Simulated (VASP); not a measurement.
Here is a VASP 6.6.1 calculation.

POSCAR

```
SiO2
1.0
    4.9815756559      0.0000000000      0.0000000000
    0.0000000000      4.9815756559      0.0000000000
    0.0000000000      0.0000000000      6.9206985239
Si O
4 8
Direct
    0.1978203436      0.1978203436      0.0000000000
    0.3021796564      0.6978203436      0.7500000000
    0.6978203436      0.3021796564      0.2500000000
    0.8021796564      0.8021796564      0.5000000000
    0.6087093141      0.7382811325      0.6811472772
    0.3912906859      0.2617188675      0.1811472772
    0.7382811325      0.6087093141      0.3188527228
    0.2382811325      0.8912906859      0.9311472772
    0.2617188675      0.3912906859      0.8188527228
    0.1087093141      0.7617188675      0.5688527228
    0.8912906859      0.2382811325      0.0688527228
    0.7617188675      0.1087093141      0.4311472772
```

Contents of INCAR.step1:

```
SYSTEM = SiO2
  PREC = Accurate
  ENCUT = 520
  ISMEAR = 0
  SIGMA = 0.02
  LREAL = .FALSE.
  LASPH = .TRUE.
  NELM = 80
  NBANDS = 44
  GGA = PE
  ALGO = Normal
  EDIFF = 1E-4
  LWAVE = .TRUE.
  LCHARG = .FALSE.
```

Contents of INCAR.step2:

```
SYSTEM = SiO2
  PREC = Accurate
  ENCUT = 520
  EDIFF = 1E-6
  ISMEAR = 0
  SIGMA = 0.02
  LREAL = .FALSE.
  LASPH = .TRUE.
  NELM = 80
  ALGO = Normal
  ISIF = 2
  LWAVE = .FALSE.
  LCHARG = .FALSE.
  METAGGA = R2SCAN
  LMIXTAU = .TRUE.
  NBANDS = 44
  ISTART = 1
```

Contents of KPOINTS:

```
Automatic mesh
0
G
  6 6 4
  0 0 0
```

Potentials or basis: VASP PAW PBE potentials, release 64 (Si, O).

Launch:

```bash
$ cat potpaw_PBE.64/Si/POTCAR potpaw_PBE.64/O/POTCAR > POTCAR
$ cp INCAR.step1 INCAR
$ mpirun -np 1 vasp_std > vasp.out
$ cp INCAR.step2 INCAR
$ mpirun -np 1 vasp_std > vasp.out
```

**Question.** Predict the band gap on the k mesh.

**Answer.** 6.35 eV.

**Question.** Predict the largest force.

**Answer.** 0.028 eV/Å.

**Question.** What does it give for the pressure?

**Answer.** 0.2 GPa.

Forces in eV/Å, atoms in the order of the input:
```
Si  -0.020 -0.020  0.000
Si   0.020 -0.020  0.000
Si  -0.020  0.020  0.000
Si   0.020  0.020  0.000
O    0.001  0.000  0.000
O   -0.001  0.000  0.000
O    0.000  0.001  0.000
O    0.000 -0.001  0.000
O    0.000 -0.001  0.000
O    0.001  0.000  0.000
O   -0.001  0.000  0.000
O    0.000  0.001  0.000
```

Caveat: the PAW data sets were made with another functional, which shifts forces and pressure a little. A k mesh can miss the band edges.
